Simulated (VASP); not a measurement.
# YB (Fm-3m) in VASP: single point with PBEsol

Aim: the single point of YB with PBEsol.

All numbers are computed with VASP 6.6.1; they aren't measurements. Logs are shortened: lines on timing, memory, paths and dates and some standing lists are left out, and cuts for length are marked.

### Step 1. The cell of the first run

The structure is cubic, space group Fm-3m (No. 225). The conventional cell has a = 5.294 Å, b = 5.294 Å, c = 5.294 Å, α = 90.00°, β = 90.00°, γ = 90.00°. Within 3.5 Å of Y (site symmetry m-3m) lie 6 B at 2.65 Å. Within 3.5 Å of B (site symmetry m-3m) lie 6 Y at 2.65 Å.

### Step 2. Single point, PBEsol

Input file POSCAR:

```
YB
1.0
    0.0000000000      2.6470820792      2.6470820792
    2.6470820792      0.0000000000      2.6470820792
    2.6470820792      2.6470820792      0.0000000000
Y B
1 1
Direct
    0.5000000000      0.5000000000      0.5000000000
    0.0000000000      0.0000000000      0.0000000000
```

Input file INCAR.step1:

```
SYSTEM = YB
ALGO = Normal
EDIFF = 1E-6
ENCUT = 520
GGA = PS
ISIF = 2
ISMEAR = 0
LASPH = .TRUE.
LCHARG = .TRUE.
LMAXMIX = 4
LREAL = .FALSE.
LWAVE = .FALSE.
NBANDS = 14
NELM = 100
PREC = Accurate
SIGMA = 0.05
```

Input file KPOINTS.step1:

```
k-points
0
G
  10 10 10
  0 0 0
```

Input file INCAR.step2:

```
SYSTEM = YB
ALGO = Normal
EDIFF = 1E-6
ENCUT = 520
GGA = PS
ICHARG = 11
ISIF = 2
ISMEAR = -5
LASPH = .TRUE.
LCHARG = .FALSE.
LMAXMIX = 4
LORBIT = 11
LREAL = .FALSE.
LWAVE = .FALSE.
NEDOS = 1001
NELM = 100
PREC = Accurate
SIGMA = 0.05
```

Input file KPOINTS.step2:

```
k-points
0
G
  15 15 15
  0 0 0
```

Potentials or basis: VASP PAW PBE potentials, release 64 (Y_sv, B).

Command:

```
$ cat potpaw_PBE.64/Y_sv/POTCAR potpaw_PBE.64/B/POTCAR > POTCAR
$ cp INCAR.step1 INCAR
$ cp KPOINTS.step1 KPOINTS
$ mpirun -np 1 vasp_std > vasp.out
$ cp INCAR.step2 INCAR
$ cp KPOINTS.step2 KPOINTS
$ mpirun -np 1 vasp_std > vasp.out
```

OUTCAR:

```text
SYSTEM = YB
   EDIFF = 1E-6
   ENCUT = 520
   GGA = PS
   ICHARG = 11
   ISIF = 2
   ISMEAR = -5
   LASPH = .TRUE.
   LORBIT = 11
   LREAL = .FALSE.
   NELM = 100
   PREC = Accurate

 ion  position               nearest neighbor table
   1  0.500  0.500  0.500-   2 2.65   2 2.65   2 2.65   2 2.65   2 2.65   2 2.65
   2  0.000  0.000  0.000-   1 2.65   1 2.65   1 2.65   1 2.65   1 2.65   1 2.65

  LATTYP: Found a face centered cubic cell.
 ALAT       =     5.2941641584

  Lattice vectors:

 A1 = (   0.0000000000,   2.6470820792,   2.6470820792)
 A2 = (   2.6470820792,   0.0000000000,   2.6470820792)
 A3 = (   2.6470820792,   2.6470820792,   0.0000000000)

Analysis of symmetry for initial positions (statically):
=====================================================================
 Subroutine PRICEL returns:
 Original cell was already a primitive cell.

 Routine SETGRP: Setting up the symmetry group for a
 face centered cubic supercell.

 Subroutine GETGRP returns: Found 48 space group operations
 (whereof 48 operations were pure point group operations)
 out of a pool of 48 trial point group operations.

The static configuration has the point symmetry O_h .

Analysis of symmetry for dynamics (positions and initial velocities):
=====================================================================
 Subroutine PRICEL returns:
 Original cell was already a primitive cell.

 Routine SETGRP: Setting up the symmetry group for a
 face centered cubic supercell.

 Subroutine GETGRP returns: Found 48 space group operations
 (whereof 48 operations were pure point group operations)
 out of a pool of 48 trial point group operations.

The dynamic configuration has the point symmetry O_h .

 Subroutine INISYM returns: Found 48 space group operations
 (whereof 48 operations are pure point group operations),
 and found     1 'primitive' translations

----------------------------------------------------------------------------------------

                                     Primitive cell

  volume of cell :      37.0964

  direct lattice vectors                    reciprocal lattice vectors
     0.000000000  2.647082079  2.647082079    -0.188887229  0.188887229  0.188887229
     2.647082079  0.000000000  2.647082079     0.188887229 -0.188887229  0.188887229
     2.647082079  2.647082079  0.000000000     0.188887229  0.188887229 -0.188887229

  length of vectors
     3.743539377  3.743539377  3.743539377     0.327162278  0.327162278  0.327162278

  position of ions in fractional coordinates (direct lattice)
     0.500000000  0.500000000  0.500000000
     0.000000000  0.000000000  0.000000000

  ion indices of the primitive-cell ions
   primitive index   ion index
                 1           1
                 2           2

----------------------------------------------------------------------------------------

 KPOINTS: k-points

Automatic generation of k-mesh.
 Grid dimensions read from file:
 generate k-points for:   15   15   15

 Generating k-lattice:

  Cartesian coordinates                     Fractional coordinates (reciprocal lattice)
    -0.012592482  0.012592482  0.012592482     0.066666667  0.000000000  0.000000000
     0.012592482 -0.012592482  0.012592482     0.000000000  0.066666667  0.000000000
     0.012592482  0.012592482 -0.012592482     0.000000000  0.000000000  0.066666667

  Length of vectors
     0.021810819  0.021810819  0.021810819

  Shift w.r.t. Gamma in fractional coordinates (k-lattice)
     0.000000000  0.000000000  0.000000000

 TETIRR: Found    484 inequivalent tetrahedra from    20250

 Subroutine IBZKPT returns following result:
 ===========================================

 Found    120 irreducible k-points:

 Following reciprocal coordinates:
            Coordinates               Weight
  0.000000  0.000000  0.000000      1.000000
  0.066667  0.000000  0.000000      8.000000
  0.133333  0.000000  0.000000      8.000000
  0.200000  0.000000  0.000000      8.000000
  0.266667  0.000000  0.000000      8.000000
  0.333333  0.000000  0.000000      8.000000
[... 16 lines left out ...]
  0.133333  0.133333  0.000000      6.000000
  0.200000  0.133333  0.000000     24.000000
 [... further k-points ...]
   k-points           NKPTS =    120   k-points in BZ     NKDIM =    120   number of bands    NBANDS=     11
   number of dos      NEDOS =   1001   number of ions     NIONS =      2
   total plane-waves  NPLWV =  21952
   dimension x,y,z NGX =    28 NGY =   28 NGZ =   28
   dimension x,y,z NGXF=    56 NGYF=   56 NGZF=   56
   ions per type =               1   1
   NGX,Y,Z   is equivalent  to a cutoff of  12.43, 12.43, 12.43 a.u.
   NGXF,Y,Z  is equivalent  to a cutoff of  24.87, 24.87, 24.87 a.u.
 SYSTEM =  YB
   PREC   = accura    normal or accurate (medium, high low for compatibility)
   ISTART =      0    job   : 0-new  1-cont  2-samecut
   ICHARG =     11    charge: 1-file 2-atom 10-const
   ISPIN  =      1    spin polarized calculation?
   LNONCOLLINEAR =      F non collinear calculations
   LSORBIT =      F    spin-orbit coupling
   LASPH  =      T    aspherical Exc in radial PAW
   ENCUT  =  520.0 eV  38.22 Ry    6.18 a.u.   6.96  6.96  6.96*2*pi/ulx,y,z
   NELM   =    100;   NELMIN=  2; NELMDL=  0     # of ELM steps
   EDIFF  = 0.1E-05   stopping-criterion for ELM
   LREAL  =      F    real-space projection
   EDIFFG = 0.1E-04   stopping-criterion for IOM
   NSW    =      0    number of steps for IOM
   IBRION =     -1    ionic relax: 0-MD 1-quasi-New 2-CG
   NFREE  =      0    steps in history (QN), initial steepest desc. (CG)
   ISIF   =      2    stress and relaxation
   ISYM   =      2    0-nonsym 1-usesym 2-fastsym
   POTIM  = 0.5000    time-step for ionic-motion
   TEBEG  =    0.0;   TEEND  =   0.0 temperature during run
   PSTRESS=    0.0 pullay stress
   NELECT =      14.0000    total number of electrons
   NUPDOWN=      -1.0000    fix difference up-down
   EMIN   =  10.00;   EMAX   =-10.00  energy-range for DOS
   EFERMI =   0.00;   METHOD = LEGACY
   ISMEAR =    -5;   SIGMA  =   0.05  broadening in eV -4-tet -1-fermi 0-gaus
   EFERMI_NEDOS =   21; number of points for ismear=-14 and -15
   IALGO  =     38    algorithm
   IMIX   =      4    mixing-type and parameters
     AMIX     =   0.40;   BMIX     =  1.00
     AMIX_MAG =   1.60;   BMIX_MAG =  1.00
  volume/ion in A,a.u.               =      18.55       125.17
  Fermi-wavevector in a.u.,A,eV,Ry     =   1.183060  2.235659 19.043135  1.399631
  Thomas-Fermi vector in A             =   2.319302
   LORBIT       =     11    0 simple, 1 ext, 2 COOP (PROOUT), +10 PAW based schemes
   GGA     = PS    functional components
   LHFCALC =     F    Hartree Fock is set to
   AEXX    =    0.0000 exact exchange contribution
   IVDW    =     0    specifies the selected vdW correction
   LEPSILON=     F    determine dielectric tensor
   LRPA    =     F    only Hartree local field effects (RPA)
 non-spin polarized calculation
 Fermi weights with tetrahedron method with Bloechl corrections
  energy-cutoff  :      520.00
  volume of cell :       37.10
 maximum number of plane-waves:      1018

 number of electron      14.0000000 magnetization

 Free energy of the ion-electron system (eV)
  ---------------------------------------------------
  ext. energy  EPLUGINS =         0.00000000
  ---------------------------------------------------
  free energy    TOTEN  =       -13.22745242 eV

  energy without entropy =      -13.22745242  energy(sigma->0) =      -13.22745242

 E-fermi :   2.8367     XC(G=0): -10.4129

 val. band max:        2.8857988651   @ k =  -0.1333   0.1333   0.0000
 cond. band min:       2.8264933459   @ k =  -0.4000   0.4000   0.2000
 fundamental gap:     -0.0593055192
 Fermi energy:         2.8367419976

 k-point     1 :       0.0000    0.0000    0.0000
  band No.  band energies     occupation
      1     -38.1654      2.00000
      2     -18.0453      2.00000
      3     -18.0453      2.00000
      4     -18.0453      2.00000
      5      -4.5045      2.00000
      6       5.5149      0.00000
      7       5.5149      0.00000
      8       5.5149      0.00000
      9       5.5642      0.00000
     10       5.5642      0.00000
     11       5.5642      0.00000

 k-point     2 :       0.0667    0.0000    0.0000
  band No.  band energies     occupation
      1     -38.1635      2.00000
      2     -18.0669      2.00000
      3     -18.0474      2.00000
      4     -18.0474      2.00000
      5      -4.4205      2.00000
      6       4.7893      0.00000
      7       5.0186      0.00000
      8       5.0186      0.00000
      9       5.7414      0.00000
     10       5.7414      0.00000
     11       6.0927      0.00000

 k-point     3 :       0.1333    0.0000    0.0000
  band No.  band energies     occupation
      1     -38.1583      2.00000
      2     -18.1272      2.00000
      3     -18.0532      2.00000
      4     -18.0532      2.00000
      5      -4.1753      2.00000
      6       3.9207      0.00000
      7       4.3411      0.00000
      8       4.3411      0.00000
      9       5.9915      0.00000
     10       5.9915      0.00000
     11       6.4518      0.00000
[... 267 lines left out ...]
 k-point    23 :       0.1333    0.1333    0.0000
  band No.  band energies     occupation
      1     -38.1559      2.00000
      2     -18.1212      2.00000
      3     -18.0722      2.00000
      4     -18.0722      2.00000
      5      -4.0811      2.00000
      6       3.4107     -0.15371
      7       4.5610      0.00000
      8       4.5610      0.00000
      9       4.9371      0.00000
     10       7.1212      0.00000
     11       7.1251      0.00000

 k-point    24 :       0.2000    0.1333    0.0000
  band No.  band energies     occupation
      1     -38.1502      2.00000
      2     -18.1776      2.00000
      3     -18.0854      2.00000
      4     -18.0803      2.00000
      5      -3.8161      2.00000
      6       2.8265      1.11370
      7       4.0291      0.00000
      8       4.2787      0.00000
      9       5.0835      0.00000
     10       7.0668      0.00000
     11       7.5026      0.00000

 [... further k-points ...]

------------------------ aborting loop because EDIFF is reached ----------------------------------------

  FORCE on cell =-STRESS in cart. coord.  units (eV):
  Direction    XX          YY          ZZ          XY          YZ          ZX
  --------------------------------------------------------------------------------------
  -------------------------------------------------------------------------------------
  Total       -0.0318069     -0.0318069     -0.0318069      0.0000000      0.0000000     -0.0000000
  in kB       -1.3737239     -1.3737239     -1.3737239      0.0000000      0.0000000     -0.0000000
  external PRESSURE =      -1.3737239 kB  Pullay stress =       0.0000000 kB

 VOLUME and BASIS-vectors are now :
 -----------------------------------------------------------------------------
  energy-cutoff  :      520.00
  volume of cell :       37.10
      direct lattice vectors                 reciprocal lattice vectors
     0.000000000  2.647082079  2.647082079    -0.188887229  0.188887229  0.188887229
     2.647082079  0.000000000  2.647082079     0.188887229 -0.188887229  0.188887229
     2.647082079  2.647082079  0.000000000     0.188887229  0.188887229 -0.188887229

 POSITION                                       TOTAL-FORCE (eV/Angst)
 -----------------------------------------------------------------------------------
      2.64708      2.64708      2.64708         0.000000     -0.000000     -0.000000
      0.00000      0.00000      0.00000         0.000000      0.000000      0.000000
 -----------------------------------------------------------------------------------
    total drift:                                0.000000      0.000000      0.000000

  FREE ENERGIE OF THE ION-ELECTRON SYSTEM (eV)
  ---------------------------------------------------
  free  energy   TOTEN  =       -13.2274524218 eV

  energy  without entropy=      -13.2274524218  energy(sigma->0) =      -13.22745242

 total charge

# of ion       s       p       d       f       tot
--------------------------------------------------
    1        2.214   6.442   1.044   0.028   9.727
    2        0.775   0.861   0.000   0.000   1.636
--------------------------------------------------
tot          2.989   7.303   1.044   0.028  11.363
```

Wall time 56 s (1 thread of Intel Xeon Platinum 8375C at 2.90GHz (Ice Lake), shared host); peak memory 0.2 GiB.

What came out:

```
Valence electrons inside the program's atomic spheres : Y 9.73; B 1.64
```

Levels at points of the mesh, in eV from the Fermi level:
```csv
k point,band 3,band 4,band 5,band 6,band 7,band 8,band 9,band 10,band 11
"(0.00, 0.00, 0.00)",-20.88,-20.88,-7.34,2.68,2.68,2.68,2.73,2.73,2.73
```

Caveat: the PAW data sets were made with another functional, which shifts forces and pressure a little.
